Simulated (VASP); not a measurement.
Wanted: the native input for a VASP 6.6.1 run.

| Property | Result |
| --- | --- |
| Task | relaxation of shape and atoms at fixed volume |
| Functional | PBE |
| Potentials or basis | VASP PAW PBE potentials, release 64 (Mn_pv) |
| Cutoff | 600 eV |
| k mesh | 17 × 17 × 9 |
| Occupations | fermi-dirac, width 0.05 eV |
| Spin | no spin polarisation |
| Dipole correction | no |
| Further INCAR settings | ALGO = Normal; EDIFF = 1e-07; IBRION = 2; EDIFFG = -0.005; NSW = 50; ISIF = 4 |

The structure of Mn lies in POSCAR:

```
Mn
1.0
    2.2843619073      0.0000000000      0.0000000000
   -1.1421809536      1.9783154432      0.0000000000
    0.0000000000      0.0000000000      3.6956217110
Mn
2
Direct
    0.3333333333      0.6666666667      0.2500000000
    0.6666666667      0.3333333333      0.7500000000
```

This isn't the form of Mn at room conditions, which is a 58-atom cubic cell.

These files were run (other wordings do the same):

INCAR

```
PREC = Accurate
ENCUT = 600
EDIFF = 1E-7
ISMEAR = -1
SIGMA = 0.05
LREAL = F
LASPH = T
NELM = 80
ALGO = Normal
ISIF = 4
LWAVE = F
LCHARG = F
GGA = PE
IBRION = 2
NSW = 50
EDIFFG = -0.005
```

KPOINTS

```
Automatic mesh
0
Gamma
  17 17 9
```

Potentials or basis: VASP PAW PBE potentials, release 64 (Mn_pv).

Launch:

```bash
$ cat potpaw_PBE.64/Mn_pv/POTCAR > POTCAR
$ mpirun -np 1 vasp_std > vasp.out
```

It gave:

The energy gained by relaxing is 0.0 meV/atom and the ionic steps are 3. The pressure after relaxing is 120.4 GPa and the band gap on the k mesh is zero (bands 13 and 14 overlap by 2.81 eV).

Caveat: the run has no spin polarisation, though such a crystal can be magnetic.

It took 73 s on 1 thread of AMD EPYC 7R13 Processor (Zen 3), with other jobs on the host, peak memory 0.13 GiB.
